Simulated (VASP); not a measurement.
# SnO2 (Cm) in VASP: single point with r2SCAN

Aim: the single point of SnO2 with r2SCAN.

All numbers are computed with VASP 6.6.1; they aren't measurements. Logs are shortened: lines on timing, memory, paths and dates and some standing lists are left out, and cuts for length are marked.

### Step 1. The cell of the first run

Symmetry: Cm, No. 8, monoclinic system. Conventional cell: a = 5.602 Å, b = 3.234 Å, c = 5.151 Å, α = 90.00°, β = 111.25°, γ = 90.00°. Sn (site symmetry m) has 6 O at 2.05 to 2.20 Å within 2.7 Å. O (site symmetry m) has 3 Sn at 2.05 to 2.14 Å and 3 O at 2.76 Å within 2.8 Å. O (site symmetry m) has 3 Sn at 2.11 to 2.20 Å and 3 O at 2.76 Å within 2.8 Å.

### Step 2. Single point, r2SCAN

Contents of POSCAR:

```
SnO2
1.0
    1.6170930752      0.9336291223      4.8005925840
   -1.6170930752      0.9336291223      4.8005925840
    0.0000000000     -1.8672582446      4.8005925840
Sn O
1 2
Direct
    0.4907257123      0.4907257123      0.5260119722
    0.2371700000      0.2371700000      0.2371700000
    0.7628300000      0.7628300000      0.7628300000
```

Contents of INCAR.step1:

```
SYSTEM = SnO2
  ALGO = Normal
  EDIFF = 1E-4
  ENCUT = 520
  GGA = PE
  ISMEAR = 0
  LASPH = .TRUE.
  LCHARG = .FALSE.
  LREAL = .FALSE.
  LWAVE = .TRUE.
  NBANDS = 20
  NELM = 60
  PREC = Accurate
  SIGMA = 0.05
```

Contents of INCAR.step2:

```
SYSTEM = SnO2
  ALGO = Normal
  EDIFF = 1E-7
  ENCUT = 520
  ISIF = 2
  ISMEAR = 0
  ISTART = 1
  LASPH = .TRUE.
  LCHARG = .FALSE.
  LMIXTAU = .TRUE.
  LREAL = .FALSE.
  LWAVE = .FALSE.
  METAGGA = R2SCAN
  NBANDS = 20
  NELM = 60
  PREC = Accurate
  SIGMA = 0.05
```

Contents of KPOINTS:

```
k-points
0
G
  12 12 12
  0 0 0
```

Potentials or basis: VASP PAW PBE potentials, release 64 (Sn_d, O).

Started as:

```sh
cat potpaw_PBE.64/Sn_d/POTCAR potpaw_PBE.64/O/POTCAR > POTCAR
cp INCAR.step1 INCAR
mpirun -np 1 vasp_std > vasp.out
cp INCAR.step2 INCAR
mpirun -np 1 vasp_std > vasp.out
```

OUTCAR:

```text
SYSTEM = SnO2
   EDIFF = 1E-7
   ENCUT = 520
   ISIF = 2
   ISMEAR = 0
   ISTART = 1
   LASPH = .TRUE.
   LREAL = .FALSE.
   METAGGA = R2SCAN
   NELM = 60
   PREC = Accurate

 ion  position               nearest neighbor table
   1  0.491  0.491  0.526-   2 2.05   3 2.11   3 2.11   2 2.14   2 2.14   3 2.20
   2  0.237  0.237  0.237-   1 2.05   1 2.14   1 2.14
   3  0.763  0.763  0.763-   1 2.11   1 2.11   1 2.20

  LATTYP: Found a trigonal (rhomboedric) cell.
 ALAT       =     5.1509554948
 COS(alpha) =     0.8028828391

  Lattice vectors:

 A1 = (   1.6170930752,   0.9336291223,   4.8005925840)
 A2 = (  -1.6170930752,   0.9336291223,   4.8005925840)
 A3 = (   0.0000000000,  -1.8672582446,   4.8005925840)

Analysis of symmetry for initial positions (statically):
=====================================================================
 Subroutine PRICEL returns:
 Original cell was already a primitive cell.

 Routine SETGRP: Setting up the symmetry group for a
 trigonal (rhombohedral) supercell.

 Subroutine GETGRP returns: Found  2 space group operations
 (whereof  2 operations were pure point group operations)
 out of a pool of 12 trial point group operations.

The static configuration has the point symmetry C_1h.

Analysis of symmetry for dynamics (positions and initial velocities):
=====================================================================
 Subroutine PRICEL returns:
 Original cell was already a primitive cell.

 Routine SETGRP: Setting up the symmetry group for a
 trigonal (rhombohedral) supercell.

 Subroutine GETGRP returns: Found  2 space group operations
 (whereof  2 operations were pure point group operations)
 out of a pool of 12 trial point group operations.

The dynamic configuration has the point symmetry C_1h.

 Subroutine INISYM returns: Found  2 space group operations
 (whereof  2 operations are pure point group operations),
 and found     1 'primitive' translations

----------------------------------------------------------------------------------------

                                     Primitive cell

  volume of cell :      43.4866

  direct lattice vectors                    reciprocal lattice vectors
     1.617093075  0.933629122  4.800592584     0.309196797  0.178514854  0.069435872
    -1.617093075  0.933629122  4.800592584    -0.309196797  0.178514854  0.069435872
     0.000000000 -1.867258245  4.800592584     0.000000000 -0.357029708  0.069435872

  length of vectors
     5.150955495  5.150955495  5.150955495     0.363719058  0.363719058  0.363719058

  position of ions in fractional coordinates (direct lattice)
     0.490725712  0.490725712  0.526011972
     0.237170000  0.237170000  0.237170000
     0.762830000  0.762830000  0.762830000

  ion indices of the primitive-cell ions
   primitive index   ion index
                 1           1
                 2           2
                 3           3

----------------------------------------------------------------------------------------

 KPOINTS: k-points

Automatic generation of k-mesh.
 Grid dimensions read from file:
 generate k-points for:   12   12   12

 Generating k-lattice:

  Cartesian coordinates                     Fractional coordinates (reciprocal lattice)
     0.025766400  0.014876238  0.005786323     0.083333333  0.000000000 -0.000000000
    -0.025766400  0.014876238  0.005786323     0.000000000  0.083333333 -0.000000000
     0.000000000 -0.029752476  0.005786323    -0.000000000 -0.000000000  0.083333333

  Length of vectors
     0.030309921  0.030309921  0.030309921

  Shift w.r.t. Gamma in fractional coordinates (k-lattice)
     0.000000000  0.000000000  0.000000000

 Subroutine IBZKPT returns following result:
 ===========================================

 Found    476 irreducible k-points:

 Following reciprocal coordinates:
            Coordinates               Weight
  0.000000  0.000000  0.000000      1.000000
  0.083333 -0.000000  0.000000      4.000000
  0.000000  0.000000  0.083333      2.000000
  0.166667  0.000000  0.000000      4.000000
  0.000000  0.000000  0.166667      2.000000
  0.250000  0.000000  0.000000      4.000000
[... 16 lines left out ...]
 -0.333333  0.000000 -0.083333      4.000000
  0.083333  0.000000  0.333333      4.000000
 [... further k-points ...]
   k-points           NKPTS =    476   k-points in BZ     NKDIM =    476   number of bands    NBANDS=     20
   number of dos      NEDOS =    301   number of ions     NIONS =      3
   total plane-waves  NPLWV =  64000
   dimension x,y,z NGX =    40 NGY =   40 NGZ =   40
   dimension x,y,z NGXF=    80 NGYF=   80 NGZF=   80
   ions per type =               1   2
   NGX,Y,Z   is equivalent  to a cutoff of  12.91, 12.91, 12.91 a.u.
   NGXF,Y,Z  is equivalent  to a cutoff of  25.82, 25.82, 25.82 a.u.
 SYSTEM =  SnO2
   PREC   = accura    normal or accurate (medium, high low for compatibility)
   ISTART =      1    job   : 0-new  1-cont  2-samecut
   ICHARG =      0    charge: 1-file 2-atom 10-const
   ISPIN  =      1    spin polarized calculation?
   LNONCOLLINEAR =      F non collinear calculations
   LSORBIT =      F    spin-orbit coupling
   LASPH  =      T    aspherical Exc in radial PAW
   ENCUT  =  520.0 eV  38.22 Ry    6.18 a.u.   9.58  9.58  9.58*2*pi/ulx,y,z
   NELM   =     60;   NELMIN=  2; NELMDL=  0     # of ELM steps
   EDIFF  = 0.1E-06   stopping-criterion for ELM
   LREAL  =      F    real-space projection
   EDIFFG = 0.1E-05   stopping-criterion for IOM
   NSW    =      0    number of steps for IOM
   IBRION =     -1    ionic relax: 0-MD 1-quasi-New 2-CG
   NFREE  =      0    steps in history (QN), initial steepest desc. (CG)
   ISIF   =      2    stress and relaxation
   ISYM   =      2    0-nonsym 1-usesym 2-fastsym
   POTIM  = 0.5000    time-step for ionic-motion
   TEBEG  =    0.0;   TEEND  =   0.0 temperature during run
   PSTRESS=    0.0 pullay stress
   NELECT =      26.0000    total number of electrons
   NUPDOWN=      -1.0000    fix difference up-down
   EMIN   =  10.00;   EMAX   =-10.00  energy-range for DOS
   EFERMI =   0.00;   METHOD = LEGACY
   ISMEAR =     0;   SIGMA  =   0.05  broadening in eV -4-tet -1-fermi 0-gaus
   EFERMI_NEDOS =   21; number of points for ismear=-14 and -15
   IALGO  =     38    algorithm
   IMIX   =      4    mixing-type and parameters
     AMIX     =   0.40;   BMIX     =  1.00
     AMIX_MAG =   1.60;   BMIX_MAG =  1.00
  volume/ion in A,a.u.               =      14.50        97.82
  Fermi-wavevector in a.u.,A,eV,Ry     =   1.379158  2.606231 25.879336  1.902078
  Thomas-Fermi vector in A             =   2.504154
   LORBIT       =      0    0 simple, 1 ext, 2 COOP (PROOUT), +10 PAW based schemes
   METAGGA = R2SCAN    functional components
   LHFCALC =     F    Hartree Fock is set to
   AEXX    =    0.0000 exact exchange contribution
   IVDW    =     0    specifies the selected vdW correction
   LEPSILON=     F    determine dielectric tensor
   LRPA    =     F    only Hartree local field effects (RPA)
 non-spin polarized calculation
 Gauss-broadening in eV      SIGMA  =   0.05
  energy-cutoff  :      520.00
  volume of cell :       43.49
 maximum number of plane-waves:      1188
 NGX is ok and might be reduce to    40
   NGX = 19   NGY = 19   NGZ = 19

 number of electron      25.9999999 magnetization

 Free energy of the ion-electron system (eV)
  ---------------------------------------------------
  ext. energy  EPLUGINS =         0.00000000
  ---------------------------------------------------
  free energy    TOTEN  =       -41.58083640 eV

  energy without entropy =      -41.58083640  energy(sigma->0) =      -41.58083640

 E-fermi :   3.1693     XC(G=0): -10.6926

 val. band max:        2.8792203123   @ k =   0.1667  -0.0000  -0.1667
 cond. band min:       5.2959463564   @ k =   0.0000   0.0000   0.0000
 fundamental gap:      2.4167260441
 Fermi energy:         3.1692504983

 k-point     1 :       0.0000    0.0000    0.0000
  band No.  band energies     occupation
      1     -17.7005      2.00000
      2     -17.4834      2.00000
      3     -17.4551      2.00000
      4     -17.2451      2.00000
      5     -17.2431      2.00000
      6     -15.9151      2.00000
[... 12 lines left out ...]
     19      20.7377      0.00000
     20      20.9323      0.00000

 k-point     2 :       0.0833   -0.0000    0.0000
  band No.  band energies     occupation
      1     -17.6791      2.00000
      2     -17.5357      2.00000
      3     -17.4487      2.00000
      4     -17.2571      2.00000
      5     -17.2439      2.00000
      6     -15.8713      2.00000
[... 12 lines left out ...]
     19      19.3181      0.00000
     20      20.9455      0.00000

 k-point     3 :       0.0000    0.0000    0.0833
  band No.  band energies     occupation
      1     -17.6779      2.00000
      2     -17.5444      2.00000
      3     -17.4415      2.00000
      4     -17.2577      2.00000
      5     -17.2427      2.00000
      6     -15.8711      2.00000
[... 12 lines left out ...]
     19      19.3001      0.00000
     20      20.9725      0.00000

 k-point     4 :       0.1667    0.0000    0.0000
  band No.  band energies     occupation
      1     -17.7698      2.00000
      2     -17.5473      2.00000
      3     -17.4145      2.00000
      4     -17.2804      2.00000
      5     -17.2381      2.00000
      6     -15.7335      2.00000
[... 12 lines left out ...]
     19      17.9957      0.00000
     20      21.0996      0.00000

 k-point     5 :       0.0000    0.0000    0.1667
  band No.  band energies     occupation
      1     -17.7779      2.00000
      2     -17.5452      2.00000
      3     -17.4082      2.00000
      4     -17.2796      2.00000
      5     -17.2374      2.00000
      6     -15.7340      2.00000
[... 12 lines left out ...]
     19      17.9746      0.00000
     20      21.1272      0.00000

 k-point     6 :       0.2500    0.0000    0.0000
  band No.  band energies     occupation
      1     -17.9919      2.00000
      2     -17.4605      2.00000
      3     -17.3771      2.00000
      4     -17.2954      2.00000
      5     -17.2162      2.00000
      6     -15.5005      2.00000
[... 12 lines left out ...]
     19      17.0667      0.00000
     20      20.7231      0.00000

 k-point     7 :       0.0000    0.0000    0.2500
  band No.  band energies     occupation
      1     -18.0033      2.00000
      2     -17.4470      2.00000
      3     -17.3764      2.00000
      4     -17.2942      2.00000
      5     -17.2156      2.00000
      6     -15.5032      2.00000
[... 12 lines left out ...]
     19      17.0404      0.00000
     20      20.7438      0.00000
[... 277 lines left out ...]
 k-point    20 :      -0.2500   -0.0000   -0.0833
  band No.  band energies     occupation
      1     -17.8756      2.00000
      2     -17.5596      2.00000
      3     -17.3669      2.00000
      4     -17.2929      2.00000
      5     -17.2264      2.00000
      6     -15.5713      2.00000
[... 12 lines left out ...]
     19      17.4634      0.00000
     20      20.3346      0.00000

 k-point    21 :       0.0833    0.0000    0.2500
  band No.  band energies     occupation
      1     -17.8914      2.00000
      2     -17.5428      2.00000
      3     -17.3657      2.00000
      4     -17.2914      2.00000
      5     -17.2261      2.00000
      6     -15.5735      2.00000
[... 12 lines left out ...]
     19      17.4379      0.00000
     20      20.3534      0.00000

 k-point    22 :       0.3333    0.0833    0.0000
  band No.  band energies     occupation
      1     -18.0900      2.00000
      2     -17.4922      2.00000
      3     -17.3469      2.00000
      4     -17.2907      2.00000
      5     -17.1914      2.00000
      6     -15.2789      2.00000
[... 12 lines left out ...]
     19      16.9597      0.00000
     20      19.3085      0.00000

 k-point    23 :      -0.3333    0.0000   -0.0833
  band No.  band energies     occupation
      1     -18.0834      2.00000
      2     -17.5022      2.00000
      3     -17.3474      2.00000
      4     -17.2891      2.00000
      5     -17.1920      2.00000
      6     -15.2762      2.00000
[... 12 lines left out ...]
     19      16.9730      0.00000
     20      19.3128      0.00000

 k-point    24 :       0.0833    0.0000    0.3333
  band No.  band energies     occupation
      1     -18.0992      2.00000
      2     -17.4803      2.00000
      3     -17.3476      2.00000
      4     -17.2895      2.00000
      5     -17.1908      2.00000
      6     -15.2814      2.00000
[... 12 lines left out ...]
     19      16.9334      0.00000
     20      19.3232      0.00000

 [... further k-points ...]

------------------------ aborting loop because EDIFF is reached ----------------------------------------

  FORCE on cell =-STRESS in cart. coord.  units (eV):
  Direction    XX          YY          ZZ          XY          YZ          ZX
  --------------------------------------------------------------------------------------
  -------------------------------------------------------------------------------------
  Total       -1.7820504     -1.4070633     -1.4890965      0.0000000     -0.2111859      0.0000000
  in kB      -65.6560953    -51.8404446    -54.8627920      0.0000000     -7.7807230      0.0000000
  external PRESSURE =     -57.4531106 kB  Pullay stress =       0.0000000 kB

 VOLUME and BASIS-vectors are now :
 -----------------------------------------------------------------------------
  energy-cutoff  :      520.00
  volume of cell :       43.49
      direct lattice vectors                 reciprocal lattice vectors
     1.617093075  0.933629122  4.800592584     0.309196797  0.178514854  0.069435872
    -1.617093075  0.933629122  4.800592584    -0.309196797  0.178514854  0.069435872
     0.000000000 -1.867258245  4.800592584     0.000000000 -0.357029708  0.069435872

 POSITION                                       TOTAL-FORCE (eV/Angst)
 -----------------------------------------------------------------------------------
      0.00000     -0.06589      7.23672         0.000000      0.910005     -0.726768
      0.00000      0.00000      3.41567         0.000000     -0.574533     -0.134801
      0.00000      0.00000     10.98611         0.000000     -0.335472      0.861569
 -----------------------------------------------------------------------------------
    total drift:                               -0.000000      0.000030      0.003033

  FREE ENERGIE OF THE ION-ELECTRON SYSTEM (eV)
  ---------------------------------------------------
  free  energy   TOTEN  =       -41.5808363960 eV

  energy  without entropy=      -41.5808363960  energy(sigma->0) =      -41.58083640
```

It took 34 min on 1 thread of AMD EPYC 9R45 (Zen 5), shared host; peak memory 0.51 GiB.

What came out:

```yaml
Free_energy: -41.5808 eV
Pressure: -5.7 GPa
Largest_force: 1.165 eV/Å
Band_gap_on_the_k_mesh: 2.42 eV (least direct gap 2.53 eV)
```

Forces in eV/Å, atoms in the order of the input:
```
Sn   0.000  0.910 -0.727
O    0.000 -0.575 -0.135
O    0.000 -0.335  0.862
```

Stress tensor (GPa, compression positive):
```
-6.57  0.00  0.00
 0.00 -5.18 -0.78
 0.00 -0.78 -5.49
```

Levels at points of the mesh, in eV from the valence-band top:
```csv
k point,band 10,band 11,band 12,band 13,band 14,band 15,band 16,band 17
"(0.00, 0.00, 0.00)",-1.28,-0.87,-0.74,-0.12,2.42,6.44,11.93,11.94
"(0.50, 0.00, 0.00)",-2.95,-1.47,-0.57,-0.55,5.96,8.49,10.88,13.08
"(0.00, 0.00, 0.50)",-2.95,-1.48,-0.57,-0.55,5.97,8.49,10.86,13.14
"(0.50, 0.50, 0.00)",-3.05,-1.15,-0.43,-0.02,5.69,7.66,11.53,12.09
"(0.50, 0.00, 0.50)",-3.04,-1.15,-0.41,-0.03,5.67,7.67,11.61,12.00
"(0.50, 0.50, 0.50)",-1.34,-1.25,-0.83,-0.71,3.66,6.31,12.13,12.19
```

Caveat: the cell differs from its parent crystal (all Sn atoms moved +0.075 Å, as atom 1 towards its neighbour atom 2 (O) at 2.125 Å); the cell stands under tension; the PAW data sets were made with another functional, which shifts forces and pressure a little; spin-orbit coupling is left out, which moves the levels of the heavy elements.
